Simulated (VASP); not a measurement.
Wanted: the native input for a VASP 6.6.1 run.

```
Task                   : single point
Functional             : PBE
Potentials or basis    : VASP PAW PBE potentials, release 64 (Ge_d)
Cutoff                 : 520 eV
k mesh                 : 6 × 6 × 6
Occupations            : gaussian, width 0.1 eV
Spin                   : no spin polarisation
Dipole correction      : no
Further INCAR settings : ALGO = Normal; EDIFF = 1e-06; NBANDS = 21
```

The structure of Ge lies in POSCAR:

```
Ge
1.0
    3.5813519300      0.0000000000      0.0000000000
    0.0000000000      3.5813519300      0.0000000000
    0.0000000000      0.0000000000      3.2583416300
Ge
2
Direct
    0.5000000000      0.0000000000      0.5117669600
    0.0000000000      0.5000000000      0.4882330400
```

One way to write it, as run:

INCAR

```
ALGO = Normal ; EDIFF = 1E-6
ENCUT = 520 ; GGA = PE
ISIF = 2 ; ISMEAR = 0
LASPH = True ; LCHARG = True
LELF = True ; LREAL = False
LVHAR = True ; LWAVE = False
NBANDS = 21 ; NELM = 60
PREC = Accurate ; SIGMA = 0.1
```

KPOINTS

```
k-points
0
Gamma
  6 6 6
```

Potentials or basis: VASP PAW PBE potentials, release 64 (Ge_d).

Run with:

```bash
$ cat potpaw_PBE.64/Ge_d/POTCAR > POTCAR
$ mpirun -np 1 vasp_std > vasp.out
```

It gave:

| Quantity | Value |
| --- | --- |
| Pressure | 4.0 GPa |
| Largest force | 0.062 eV/Å |
| Band gap on the k mesh | zero (band 14 reaches 7.32 eV, above the bottom of band 15 at 3.91 eV) |

Wall time 14 s on 1 thread of AMD EPYC 9R45 (Zen 5), with other jobs on the host, peak memory 0.13 GiB.
